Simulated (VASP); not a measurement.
# Ru2F in VASP: a series of runs

Ru2F is run at these levels: PBE; tasks: single point.

Program: VASP 6.6.1. These are calculated values, not measurements. Logs are shortened: lines on timing, memory, paths and dates and some standing lists are left out, and cuts for length are marked.

**1. The cell of the first run**

The structure is trigonal, space group P-3m1 (No. 164). The conventional cell has a = 3.907 Å, b = 3.907 Å, c = 2.844 Å, α = 90.00°, β = 90.00°, γ = 120.00°. Within 3.2 Å of Ru (site symmetry 3m) lie 6 F at 2.42 to 2.99 Å and 8 Ru at 2.50 to 2.86 Å. Within 3.2 Å of F (site symmetry -3m) lie 12 Ru at 2.42 to 2.99 Å and 2 F at 2.84 Å.

The cell was generated, and may not be a known phase.

**2. Single point, PBE, collinear spin, ferromagnetic start**

INCAR reads:

```
SYSTEM = Ru2F
PREC = Accurate ; ENCUT = 520
EDIFF = 1E-7 ; ISMEAR = 0
SIGMA = 0.1 ; LREAL = .False.
LASPH = .True. ; NELM = 150
ALGO = Normal ; ISIF = 2
LWAVE = .False. ; LCHARG = .True.
ISPIN = 2 ; MAGMOM = 1 1 0
LORBIT = 11 ; LMAXMIX = 4
GGA = PE ; LELF = .True.
LVHAR = .True. ; NBANDS = 28
```

KPOINTS reads:

```
Automatic mesh
0
Gamma
  6 6 6
  0 0 0
```

POSCAR reads:

```
Ru2F
1.0
    3.9066041256      0.0000000000      0.0000000000
   -1.9533020628      3.3832184153      0.0000000000
    0.0000000000      0.0000000000      2.8438835274
Ru F
2 1
Direct
    0.3333333333      0.6666666667      0.1901455095
    0.6666666667      0.3333333333      0.8098544905
    0.0000000000      0.0000000000      0.5000000000
```

Potentials or basis: VASP PAW PBE potentials, release 64 (Ru_pv, F).

Launch:

```bash
> cat potpaw_PBE.64/Ru_pv/POTCAR potpaw_PBE.64/F/POTCAR > POTCAR
> mpirun -np 1 vasp_std > vasp.out
```

OUTCAR:

```text
SYSTEM = Ru2F
   PREC = Accurate
   ENCUT = 520
   EDIFF = 1E-7
   ISMEAR = 0
   LREAL = .False.
   LASPH = .True.
   NELM = 150
   ISIF = 2
   ISPIN = 2
   LORBIT = 11
   GGA = PE

 ion  position               nearest neighbor table
   1  0.333  0.667  0.190-   3 2.42   3 2.42   3 2.42   2 2.50   2 2.50   2 2.50   2 2.86   2 2.86
                             2 2.86
   2  0.667  0.333  0.810-   3 2.42   3 2.42   3 2.42   1 2.50   1 2.50   1 2.50   1 2.86   1 2.86
                             1 2.86
   3  0.000  0.000  0.500-   1 2.42   2 2.42   2 2.42   1 2.42   2 2.42   1 2.42

  LATTYP: Found a hexagonal cell.
 ALAT       =     3.9066041256
 C/A-ratio  =     0.7279681882

  Lattice vectors:

 A1 = (   3.9066041256,   0.0000000000,   0.0000000000)
 A2 = (  -1.9533020628,   3.3832184153,   0.0000000000)
 A3 = (   0.0000000000,   0.0000000000,   2.8438835274)

Analysis of symmetry for initial positions (statically):
=====================================================================
 Subroutine PRICEL returns:
 Original cell was already a primitive cell.

 Routine SETGRP: Setting up the symmetry group for a
 hexagonal supercell.

 Subroutine GETGRP returns: Found 12 space group operations
 (whereof 12 operations were pure point group operations)
 out of a pool of 24 trial point group operations.

The static configuration has the point symmetry D_3d.

Analysis of symmetry for dynamics (positions and initial velocities):
=====================================================================
 Subroutine PRICEL returns:
 Original cell was already a primitive cell.

 Routine SETGRP: Setting up the symmetry group for a
 hexagonal supercell.

 Subroutine GETGRP returns: Found 12 space group operations
 (whereof 12 operations were pure point group operations)
 out of a pool of 24 trial point group operations.

The dynamic configuration has the point symmetry D_3d.

Analysis of structural, dynamic, and magnetic symmetry:
=====================================================================
 Subroutine PRICEL returns:
 Original cell was already a primitive cell.

 Routine SETGRP: Setting up the symmetry group for a
 hexagonal supercell.

 Subroutine GETGRP returns: Found 12 space group operations
 (whereof 12 operations were pure point group operations)
 out of a pool of 24 trial point group operations.

The overall configuration has the point symmetry D_3d.

 Subroutine INISYM returns: Found 12 space group operations
 (whereof 12 operations are pure point group operations),
 and found     1 'primitive' translations

----------------------------------------------------------------------------------------

                                     Primitive cell

  volume of cell :      37.5873

  direct lattice vectors                    reciprocal lattice vectors
     3.906604126  0.000000000  0.000000000     0.255976794  0.147788271  0.000000000
    -1.953302063  3.383218415  0.000000000     0.000000000  0.295576542  0.000000000
     0.000000000  0.000000000  2.843883527     0.000000000  0.000000000  0.351631841

  length of vectors
     3.906604126  3.906604126  2.843883527     0.295576542  0.295576542  0.351631841

  position of ions in fractional coordinates (direct lattice)
     0.333333333  0.666666667  0.190145509
     0.666666667  0.333333333  0.809854491
     0.000000000  0.000000000  0.500000000

  ion indices of the primitive-cell ions
   primitive index   ion index
                 1           1
                 2           2
                 3           3

----------------------------------------------------------------------------------------

 KPOINTS: Automatic mesh

Automatic generation of k-mesh.
 Grid dimensions read from file:
 generate k-points for:    6    6    6

 Generating k-lattice:

  Cartesian coordinates                     Fractional coordinates (reciprocal lattice)
     0.042662799  0.024631378  0.000000000     0.166666667 -0.000000000  0.000000000
     0.000000000  0.049262757  0.000000000     0.000000000  0.166666667  0.000000000
     0.000000000  0.000000000  0.058605307     0.000000000  0.000000000  0.166666667

  Length of vectors
     0.049262757  0.049262757  0.058605307

  Shift w.r.t. Gamma in fractional coordinates (k-lattice)
     0.000000000  0.000000000  0.000000000

 Subroutine IBZKPT returns following result:
 ===========================================

 Found     34 irreducible k-points:

 Following reciprocal coordinates:
            Coordinates               Weight
  0.000000  0.000000  0.000000      1.000000
  0.166667  0.000000  0.000000      6.000000
  0.333333  0.000000  0.000000      6.000000
  0.500000  0.000000  0.000000      3.000000
  0.166667  0.166667  0.000000      6.000000
  0.333333  0.166667  0.000000     12.000000
[... 16 lines left out ...]
  0.500000  0.000000  0.333333      6.000000
  0.166667  0.166667  0.333333     12.000000
 [... further k-points ...]
[... 75 lines left out ...]

 spin component 1

 k-point     1 :       0.0000    0.0000    0.0000
  band No.  band energies     occupation
      1     -33.4395      1.00000
      2     -33.4395      1.00000
      3     -33.0893      1.00000
      4     -32.8055      1.00000
      5     -32.8055      1.00000
      6     -32.8013      1.00000
[... 20 lines left out ...]
     27      24.5538      0.00000
     28      25.8250      0.00000

 k-point     2 :       0.1667    0.0000    0.0000
  band No.  band energies     occupation
      1     -33.4592      1.00000
      2     -33.4229      1.00000
      3     -33.0926      1.00000
      4     -32.8193      1.00000
      5     -32.8071      1.00000
      6     -32.7859      1.00000
[... 20 lines left out ...]
     27      25.0490      0.00000
     28      26.0503      0.00000

 k-point     3 :       0.3333    0.0000    0.0000
  band No.  band energies     occupation
      1     -33.4954      1.00000
      2     -33.3846      1.00000
      3     -33.1080      1.00000
      4     -32.8429      1.00000
      5     -32.8187      1.00000
      6     -32.7500      1.00000
[... 616 lines left out ...]
      3     -33.3654      1.00000
      4     -32.9408      1.00000
      5     -32.8080      1.00000
      6     -32.7840      1.00000
[... 20 lines left out ...]
     27      21.9442      0.00000
     28      25.3513      0.00000

 k-point    24 :       0.1667    0.1667    0.3333
  band No.  band energies     occupation
      1     -33.4562      1.00000
      2     -33.3860      1.00000
      3     -33.2960      1.00000
      4     -33.0132      1.00000
      5     -32.8211      1.00000
      6     -32.8024      1.00000
[... 20 lines left out ...]
     27      23.1845      0.00000
     28      25.6500      0.00000

 [... further k-points ...]

 spin component 2

 k-point     1 :       0.0000    0.0000    0.0000
  band No.  band energies     occupation
      1     -33.4396      1.00000
      2     -33.4396      1.00000
      3     -33.0894      1.00000
      4     -32.8055      1.00000
      5     -32.8055      1.00000
      6     -32.8014      1.00000
[... 20 lines left out ...]
     27      24.5539      0.00000
     28      25.8250      0.00000

 k-point     2 :       0.1667    0.0000    0.0000
  band No.  band energies     occupation
      1     -33.4592      1.00000
      2     -33.4229      1.00000
      3     -33.0927      1.00000
      4     -32.8193      1.00000
      5     -32.8072      1.00000
      6     -32.7860      1.00000
[... 20 lines left out ...]
     27      25.0490      0.00000
     28      26.0502      0.00000

 k-point     3 :       0.3333    0.0000    0.0000
  band No.  band energies     occupation
      1     -33.4954      1.00000
      2     -33.3846      1.00000
      3     -33.1081      1.00000
      4     -32.8430      1.00000
      5     -32.8188      1.00000
      6     -32.7500      1.00000
[... 616 lines left out ...]
      3     -33.3655      1.00000
      4     -32.9409      1.00000
      5     -32.8080      1.00000
      6     -32.7840      1.00000
[... 20 lines left out ...]
     27      21.9441      0.00000
     28      25.3513      0.00000

 k-point    24 :       0.1667    0.1667    0.3333
  band No.  band energies     occupation
      1     -33.4563      1.00000
      2     -33.3860      1.00000
      3     -33.2961      1.00000
      4     -33.0133      1.00000
      5     -32.8211      1.00000
      6     -32.8025      1.00000
[... 20 lines left out ...]
     27      23.1845      0.00000
     28      25.6499      0.00000

 [... further k-points ...]
[... 5 lines left out ...]
  --------------------------------------------------------------------------------------
  -------------------------------------------------------------------------------------
  Total       -0.0484678     -0.0484678     -0.0577206      0.0000000      0.0000000      0.0000000
  in kB       -2.0659638     -2.0659638     -2.4603706      0.0000000      0.0000000      0.0000000
  external PRESSURE =      -2.1974327 kB  Pullay stress =       0.0000000 kB

 VOLUME and BASIS-vectors are now :
 -----------------------------------------------------------------------------
  energy-cutoff  :      520.00
  volume of cell :       37.59
      direct lattice vectors                 reciprocal lattice vectors
     3.906604126  0.000000000  0.000000000     0.255976794  0.147788271  0.000000000
    -1.953302063  3.383218415  0.000000000     0.000000000  0.295576542  0.000000000
     0.000000000  0.000000000  2.843883527     0.000000000  0.000000000  0.351631841

 POSITION                                       TOTAL-FORCE (eV/Angst)
 -----------------------------------------------------------------------------------
     -0.00000      2.25548      0.54075         0.000000      0.000000      0.025431
      1.95330      1.12774      2.30313        -0.000000     -0.000000     -0.025431
      0.00000      0.00000      1.42194        -0.000000      0.000000      0.000000
 -----------------------------------------------------------------------------------
    total drift:                               -0.000000      0.000000     -0.000000

  FREE ENERGIE OF THE ION-ELECTRON SYSTEM (eV)
  ---------------------------------------------------
  free  energy   TOTEN  =       -20.0808451583 eV

  energy  without entropy=      -20.0715550057  energy(sigma->0) =      -20.07620008

 total charge

# of ion       s       p       d       tot
------------------------------------------
    1        0.370   6.190   5.967  12.527
    2        0.370   6.190   5.967  12.527
    3        1.764   4.276   0.000   6.040
--------------------------------------------------
tot          2.503  16.656  11.934  31.093

 magnetization (x)

# of ion       s       p       d       tot
------------------------------------------
    1        0.000   0.000  -0.000  -0.000
    2        0.000   0.000  -0.000  -0.000
    3        0.000   0.000   0.000   0.000
--------------------------------------------------
tot          0.000   0.000  -0.000  -0.000
```

Run time: 75 s. Hardware: 1 thread of Intel Xeon Platinum 8375C at 2.90GHz (Ice Lake), shared host; peak memory 0.2 GiB.

What came out:

```yaml
Free_energy: -20.0808 eV
Pressure: -0.2 GPa
Largest_force: 0.025 eV/Å
Net_moment: 0.00 μB per cell
Valence_electrons_inside_the_program's_atomic_spheres: Ru 12.53; F 6.04
```

Forces in eV/Å, atoms in the order of the input:
```
Ru   0.000  0.000  0.025
Ru   0.000  0.000 -0.025
F    0.000  0.000  0.000
```

Caveat: the k points lie up to 0.37 Å⁻¹ apart; an empty level that is flat over the whole mesh can mark a ghost state of the potentials, or a narrow d or f band.

**3. Single point, PBE**

INCAR reads:

```
SYSTEM = Ru2F
PREC     = Accurate       ! precision mode
ENCUT    = 520            ! plane-wave cutoff, eV
EDIFF    = 1E-6           ! SCF threshold, eV
ISMEAR   = 0              ! smearing method
SIGMA    = 0.1            ! smearing width, eV
LREAL    = .False.        ! projectors in reciprocal space
LASPH    = .True.         ! aspherical terms in the spheres
NELM     = 60             ! most SCF steps
ALGO     = Normal         ! electronic algorithm
ISIF     = 2              ! what is computed and relaxed
LWAVE    = .False.        ! write WAVECAR
LCHARG   = .True.         ! write CHGCAR
GGA      = PE             ! functional
LELF     = .True.         ! ELF
LVHAR    = .True.       
NBANDS   = 24             ! bands
```

KPOINTS reads:

```
regular mesh
0
Gamma
  12 12 16
  0 0 0
```

POSCAR reads:

```
Ru2F
1.0
    3.9224662995      0.0000000000      0.0000000000
   -1.9612331498      3.3969554609      0.0000000000
    0.0000000000      0.0000000000      2.8159000028
Ru F
2 1
Direct
    0.3333333333      0.6666666667      0.1897598077
    0.6666666667      0.3333333333      0.8102401923
    0.0000000000      0.0000000000      0.5000000000
```

Potentials or basis: VASP PAW PBE potentials, release 64 (Ru_pv, F).

Launch:

```bash
> cat potpaw_PBE.64/Ru_pv/POTCAR potpaw_PBE.64/F/POTCAR > POTCAR
> mpirun -np 1 vasp_std > vasp.out
```

It took 3.3 min on 1 thread of Intel Xeon Platinum 8375C at 2.90GHz (Ice Lake), shared host; peak memory 0.31 GiB.

Results (log left out):

```yaml
Free_energy: -20.1066 eV
Pressure: -0.1 GPa
Largest_force: 0.015 eV/Å
Band_gap_on_the_k_mesh: zero (an odd number of electrons rules out a gap without spin polarisation)
```

Forces in eV/Å, atoms in the order of the input:
```
Ru   0.000  0.000  0.015
Ru   0.000  0.000 -0.015
F    0.000  0.000  0.000
```

Stress tensor (GPa, compression positive):
```
-0.06  0.00  0.00
 0.00 -0.06  0.00
 0.00  0.00 -0.16
```

Levels at points of the mesh, in eV from the Fermi level:
| k point | band 14 | band 15 | band 16 | band 17 | band 18 | band 19 | band 20 | band 21 | band 22 | band 23 |
| --- | --- | --- | --- | --- | --- | --- | --- | --- | --- | --- |
| (0.00, 0.00, 0.00) | -2.61 | -1.58 | -1.26 | -1.26 | -0.95 | -0.95 | 1.70 | 1.70 | 8.83 | 8.83 |
| (0.50, 0.00, 0.00) | -2.56 | -1.59 | -1.21 | -1.04 | -0.24 | 0.80 | 1.23 | 1.31 | 3.43 | 7.14 |
| (0.00, 0.00, 0.50) | -2.44 | -0.92 | -0.63 | 0.54 | 0.54 | 1.35 | 1.35 | 3.08 | 4.76 | 10.79 |
| (0.50, 0.00, 0.50) | -2.65 | -1.80 | -1.49 | -0.78 | 0.82 | 1.17 | 1.46 | 4.93 | 4.93 | 9.45 |

Caveat: an odd number of electrons without spin polarisation forces a metal; a magnetic or distorted state may lie lower.

**4. Single point, PBE**

This run uses another cell than the first one: it holds 6 atoms, not 3.

INCAR reads:

```
SYSTEM = Ru2F
PREC = Accurate
ENCUT = 520
EDIFF = 1E-7
ISMEAR = 0
SIGMA = 0.2
LREAL = .False.
LASPH = .True.
NELM = 80
ALGO = Normal
ISIF = 2
LWAVE = .False.
LCHARG = .False.
GGA = PE
NBANDS = 44
```

KPOINTS reads:

```
regular mesh
0
Gamma
  8 6 4
  0 0 0
```

POSCAR reads:

```
Ru2F
1.0
    0.0000000000      0.0000000000      2.8159000028
    3.9224662995      0.0000000000      0.0000000000
    0.0000000000      6.7939109217      0.0000000000
Ru F
4 2
Direct
    0.1897598077      1.0000000000      0.3333333333
    0.1897598077      0.5000000000      0.8333333333
    0.8102401923      0.5000000000      0.1666666667
    0.8102401923      1.0000000000      0.6666666667
    0.5000000000      0.5000000000      0.5000000000
    0.5000000000      1.0000000000      0.0000000000
```

Launch:

```bash
> cat potpaw_PBE.64/Ru_pv/POTCAR potpaw_PBE.64/F/POTCAR > POTCAR
> mpirun -np 1 vasp_std > vasp.out
```

It took 4.3 min on 1 thread of Intel Xeon Platinum 8375C at 2.90GHz (Ice Lake), shared host; peak memory 0.3 GiB.

It converged, with:

| Property | Result |
| --- | --- |
| Free energy | -40.2753 eV |
| Pressure | -0.1 GPa |
| Largest force | 0.007 eV/Å |
| Band gap on the k mesh | zero (bands 35 and 36 overlap by 1.94 eV) |

Forces in eV/Å, atoms in the order of the input:
```
Ru   0.000  0.006  0.003
Ru   0.000  0.006  0.003
Ru   0.000 -0.006 -0.003
Ru   0.000 -0.006 -0.003
F    0.000  0.000  0.000
F    0.000  0.000  0.000
```

Stress tensor (GPa, compression positive):
```
 0.49  0.00  0.00
 0.00  0.30  0.03
 0.00  0.03 -0.96
```

Levels at points of the mesh, in eV from the Fermi level:
| k point | band 34 | band 35 | band 36 | band 37 | band 38 | band 39 |
| --- | --- | --- | --- | --- | --- | --- |
| (0.00, 0.00, 0.00) | -1.06 | -0.97 | -0.97 | -0.25 | 0.79 | 1.21 |
| (0.50, 0.00, 0.00) | 0.53 | 0.53 | 0.81 | 1.16 | 1.34 | 1.34 |
| (0.00, 0.50, 0.00) | -0.74 | 0.04 | 0.04 | 0.53 | 0.53 | 1.55 |
| (0.50, 0.50, 0.00) | -0.43 | 0.86 | 0.86 | 1.14 | 1.14 | 1.24 |
| (0.00, 0.00, 0.50) | -1.25 | -0.33 | -0.33 | 0.00 | 0.00 | 0.95 |
| (0.50, 0.00, 0.50) | 0.01 | 0.92 | 0.92 | 1.42 | 1.42 | 1.51 |
| (0.00, 0.50, 0.50) | -1.06 | -0.25 | -0.25 | 0.79 | 0.79 | 1.21 |
| (0.50, 0.50, 0.50) | -0.79 | 0.81 | 0.81 | 1.16 | 1.16 | 1.45 |

**5. Single point, PBE**

This run uses another cell than the first one: it holds 6 atoms, not 3.

INCAR reads:

```
PREC = Accurate
ENCUT = 520
EDIFF = 1E-6
ISMEAR = 0
SIGMA = 0.2
LREAL = F
LASPH = T
NELM = 100
ALGO = Normal
ISIF = 2
LWAVE = F
LCHARG = T
GGA = PE
LELF = T
LVHAR = T
NBANDS = 44
```

KPOINTS reads:

```
Automatic mesh
0
Gamma
  8 6 4
```

POSCAR reads:

```
Ru2F
1.0
   -0.0000022498      0.0013239537      2.7999543079
    3.9377297916     -0.0007423367     -0.0002299097
   -0.0014878540      6.8015794010      0.0021855867
Ru F
4 2
Direct
    0.1906724817      1.0000458283      0.3332520805
    0.1906794832      0.5000082317      0.8332449576
    0.8093308089      0.4999916803      0.1667623270
    0.8093257801      0.9999519243      0.6667638370
    0.4999763263      0.4999973346      0.5000065888
    0.5000151196      1.0000050009     -0.0000297908
```

Launch:

```bash
> cat potpaw_PBE.64/Ru_pv/POTCAR potpaw_PBE.64/F/POTCAR > POTCAR
> mpirun -np 1 vasp_std > vasp.out
```

It took 5.7 min on 1 thread of Intel Xeon Platinum 8375C at 2.90GHz (Ice Lake), shared host; peak memory 0.36 GiB.

The run converged. Its results:

| Property | Result |
| --- | --- |
| Free energy | -40.2772 eV |
| Pressure | -0.1 GPa |
| Largest force | 0.014 eV/Å |
| Band gap on the k mesh | zero (bands 35 and 36 overlap by 1.98 eV) |

Forces on the atoms (eV/Å):
```
Ru   0.000  0.002  0.014
Ru   0.000  0.002  0.014
Ru   0.000 -0.002 -0.014
Ru   0.000 -0.002 -0.014
F    0.000  0.000  0.000
F    0.000  0.001  0.000
```

Stress tensor (GPa, compression positive):
```
-0.04  0.01  0.01
 0.01 -0.03 -0.02
 0.01 -0.02 -0.13
```

Levels at points of the mesh, in eV from the Fermi level:
```csv
k point,band 32,band 33,band 34,band 35,band 36,band 37,band 38,band 39,band 40,band 41
"(0.00, 0.00, 0.00)",-1.22,-1.19,-1.05,-0.97,-0.97,-0.23,0.77,1.22,1.27,1.66
"(0.50, 0.00, 0.00)",-0.80,-0.64,0.52,0.54,0.83,1.21,1.32,1.33,1.41,3.17
"(0.00, 0.50, 0.00)",-1.53,-0.72,-0.72,0.04,0.04,0.55,0.56,1.52,1.52,1.67
"(0.50, 0.50, 0.00)",-1.67,-0.42,-0.42,0.85,0.85,1.17,1.17,1.26,1.26,4.72
"(0.00, 0.00, 0.50)",-1.71,-1.25,-1.25,-0.31,-0.31,-0.01,-0.01,0.95,0.95,1.46
"(0.50, 0.00, 0.50)",-0.47,-0.01,-0.01,0.97,0.97,1.39,1.39,1.52,1.52,4.03
"(0.00, 0.50, 0.50)",-1.19,-1.04,-1.04,-0.23,-0.23,0.78,0.78,1.22,1.22,1.27
"(0.50, 0.50, 0.50)",-1.49,-0.79,-0.79,0.82,0.82,1.21,1.22,1.43,1.43,4.94
```

**6. Overview**

```tsv
spin	cell	k mesh	smearing	gap on the mesh (eV)	pressure (GPa)	largest force (eV/Å)
collinear, ferromagnetic start	a = 3.907, b = 3.907, c = 2.844 Å, angles 90.0, 90.0, 120.0°, 3 atoms, atomic positions A	6 × 6 × 6	gaussian 0.1 eV	none	-0.2	0.03
off	a = 3.922, b = 3.922, c = 2.816 Å, angles 90.0, 90.0, 120.0°, 3 atoms, atomic positions B	12 × 12 × 16	gaussian 0.1 eV	none	-0.1	0.01
off	a = 2.816, b = 3.922, c = 6.794 Å, 6 atoms, atomic positions C	8 × 6 × 4	gaussian 0.2 eV	none	-0.1	0.01
off	a = 2.800, b = 3.938, c = 6.802 Å, 6 atoms, atomic positions D	8 × 6 × 4	gaussian 0.2 eV	none	-0.1	0.01
```

Alike in all rows: task single point; level PBE; potentials or basis VASP PAW PBE potentials, release 64 (Ru_pv, F); cutoff (eV) 520.

Caveats: some runs use coarse meshes; an empty level that is flat over the whole mesh can mark a ghost state of the potentials, or a narrow d or f band (at least some runs); an odd number of electrons without spin polarisation forces a metal (at least some runs); a magnetic or distorted state may lie lower (at least some runs).

Absolute energies hang on the potentials; compare differences alone.
